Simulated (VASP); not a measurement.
Set up this calculation in VASP 6.6.1, as the native input.

```
Task                   : single point
Functional             : r2SCAN
Potentials or basis    : VASP PAW PBE potentials, release 64 (As, B)
Cutoff                 : 520 eV
k mesh                 : 9 × 9 × 1
Occupations            : gaussian, width 0.05 eV
Spin                   : no spin polarisation
Dipole correction      : yes
Further INCAR settings : ALGO = Normal; EDIFF = 1e-07; NBANDS = 26
```

The system is BAs, a slab with vacuum.

```
As B
1.0
     3.40035    0.00000    0.00000
    -1.70018    2.94479    0.00000
     0.00000    0.00000   24.02322
As B
4 4
Direct
  0.00000 0.00000 0.31220
  0.33333 0.66667 0.42777
  0.66667 0.33333 0.54334
  0.00000 0.00000 0.65891
  0.33333 0.66667 0.34109
  0.66667 0.33333 0.45666
  0.00000 0.00000 0.57223
  0.33333 0.66667 0.68780
```

One way to write it, as run:

POSCAR

```
BAs
1.0
    3.4003508765      0.0000000000      0.0000000000
   -1.7001754383      2.9447902409      0.0000000000
    0.0000000000      0.0000000000     24.0232183101
As B
4 4
Direct
    0.0000000000      0.0000000000      0.3121979704
    0.3333333333      0.6666666667      0.4277684502
    0.6666666667      0.3333333333      0.5433389299
    0.0000000000      0.0000000000      0.6589094096
    0.3333333333      0.6666666667      0.3410905904
    0.6666666667      0.3333333333      0.4566610701
    0.0000000000      0.0000000000      0.5722315498
    0.3333333333      0.6666666667      0.6878020296
```

INCAR.step1

```
PREC = Accurate
ENCUT = 520
ISMEAR = 0
SIGMA = 0.05
LREAL = F
LASPH = T
NELM = 80
LDIPOL = T
IDIPOL = 3
DIPOL = 0.5 0.5 0.500
NBANDS = 26
GGA = PE
ALGO = Normal
EDIFF = 1E-4
LWAVE = T
LCHARG = F
```

INCAR.step2

```
PREC = Accurate
ENCUT = 520
EDIFF = 1E-7
ISMEAR = 0
SIGMA = 0.05
LREAL = F
LASPH = T
NELM = 80
ALGO = Normal
ISIF = 2
LWAVE = F
LCHARG = F
LDIPOL = T
IDIPOL = 3
DIPOL = 0.5 0.5 0.500
METAGGA = R2SCAN
LMIXTAU = T
NBANDS = 26
ISTART = 1
```

KPOINTS

```
regular mesh
0
Gamma
  9 9 1
```

Potentials or basis: VASP PAW PBE potentials, release 64 (As, B).

Run with:

```console
$ cat potpaw_PBE.64/As/POTCAR potpaw_PBE.64/B/POTCAR > POTCAR
$ cp INCAR.step1 INCAR
$ mpirun -np 1 vasp_std > vasp.out
$ cp INCAR.step2 INCAR
$ mpirun -np 1 vasp_std > vasp.out
```

It gave:

```
Largest force          : 2.276 eV/Å
Band gap on the k mesh : zero (band 16 reaches 0.02 eV, above the bottom of band 17 at -0.25 eV)
```

Caveat: the PAW data sets were made with another functional, which shifts forces and pressure a little.

It took 14 min on 1 thread of Intel(R) Xeon(R) Platinum 8259CL CPU @ 2.50GHz (Skylake/Cascade Lake), on a shared host, peak memory 0.43 GiB.
